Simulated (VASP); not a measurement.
Ta2N, 3 atoms in the cell. The typed cell holds 3 atoms: a = 3.113 Å, b = 3.113 Å, c = 4.870 Å, α = 90.00°, β = 90.00°, γ = 120.00°.  This cell differs from its parent crystal: atoms moved at random.

| Item | Value |
| --- | --- |
| Program | VASP 6.6.1 |
| Task | single point |
| Functional | PBE |
| Dispersion | D3(BJ) |
| Potentials or basis | VASP PAW PBE potentials, release 64 (Ta_pv, N) |
| Cutoff | 520 eV |
| k mesh | 8 × 8 × 4 |
| Occupations | tetrahedron |
| Spin | no spin polarisation |
| Hubbard terms | Ta d U = 2.0 eV |
| Dipole correction | no |
| Further INCAR settings | ALGO = Normal; EDIFF = 1e-06; NBANDS = 20 |

Potentials or basis: VASP PAW PBE potentials, release 64 (Ta_pv, N).

Run with:

```console
$ cat potpaw_PBE.64/Ta_pv/POTCAR potpaw_PBE.64/N/POTCAR > POTCAR
$ mpirun -np 1 vasp_std > vasp.out
```

Hardware: 1 thread of AMD EPYC 7R43 64-Core Processor (Zen 3) (shared host).

Problem. How long does it take, and how much memory?

Solution. It took 77 s on 1 thread of AMD EPYC 7R43 64-Core Processor (Zen 3), with other jobs on the host, peak memory 0.2 GiB. Counts: scf iterations 16, k points 132.
